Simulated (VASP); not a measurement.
Here is a VASP 6.6.1 calculation.

File INCAR:

```
SYSTEM = BP
PREC = Accurate ; ENCUT = 520
EDIFF = 1E-7 ; ISMEAR = -1
SIGMA = 0.08 ; LREAL = .FALSE.
LASPH = .TRUE. ; NELM = 100
ALGO = Normal ; ISIF = 2
LWAVE = .FALSE. ; LCHARG = .FALSE.
GGA = PE ; NBANDS = 11
```

The input KPOINTS:

```
Automatic mesh
0
G
  12 12 12
  0 0 0
```

Contents of POSCAR:

```
BP
1.0
    0.0000000000      2.2877529165      2.2877529165
    2.2877529165      0.0000000000      2.2877529165
    2.2877529165      2.2877529165      0.0000000000
B P
1 1
Direct
    0.0000000000      0.0000000000      0.0000000000
    0.7500000000      0.7500000000      0.7500000000
```

Potentials or basis: VASP PAW PBE potentials, release 64 (B, P).

Run with:

```console
$ cat potpaw_PBE.64/B/POTCAR potpaw_PBE.64/P/POTCAR > POTCAR
$ mpirun -np 1 vasp_std > vasp.out
```

Task: Predict the pressure.

Result: -3.0 GPa.

Task: Estimate the band gap on the k mesh.

Result: 1.27 eV, indirect (least direct gap 3.37 eV).

 A k mesh can miss the band edges.
